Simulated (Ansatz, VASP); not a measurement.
SnO in VASP and in Ansatz

```xyz
4
Lattice="3.7986 0.0000 0.0000 0.0000 3.7986 0.0000 0.0000 0.0000 4.8408" Properties=species:S:1:pos:R:3 pbc="T T T"
Sn    1.8993    0.0000    1.1467
Sn    0.0000    1.8993    3.6941
O     0.0000    0.0000    0.0000
O     1.8993    1.8993    0.0000
```

Alike in both runs: functional r2SCAN; dispersion D3(BJ); k mesh 10 × 10 × 8; occupations gaussian, width 0.05 eV; no spin polarisation.

Ansatz relaxed the structure, and its values are those at the end. VASP's run is a single point on that final structure, the one shown.

|  | VASP | Ansatz |
| --- | --- | --- |
| version | VASP 6.6.1 | Ansatz 0.2.0 |
| potentials or method | VASP PAW PBE potentials, release 64 (Sn_d, O), cutoff 520 eV | scalar-relativistic, plane waves, PAW |
| valence electrons in the cell | 40 | 40 |

```tsv
	VASP	Ansatz	Ansatz less VASP
gap on the k mesh at the Fermi level (eV)	0.19	0.18	-0.009
least direct gap on the mesh (eV)	2.31	2.33	+0.014
pressure (GPa)	0.3	-0.3	-0.60
rms of the force components (eV/Å)	0.061	0.000	-0.0609
```

VASP's potentials were made for PBE, not for r2SCAN. Ansatz's warnings: dispersion damping borrowed, stress scf threshold loose.
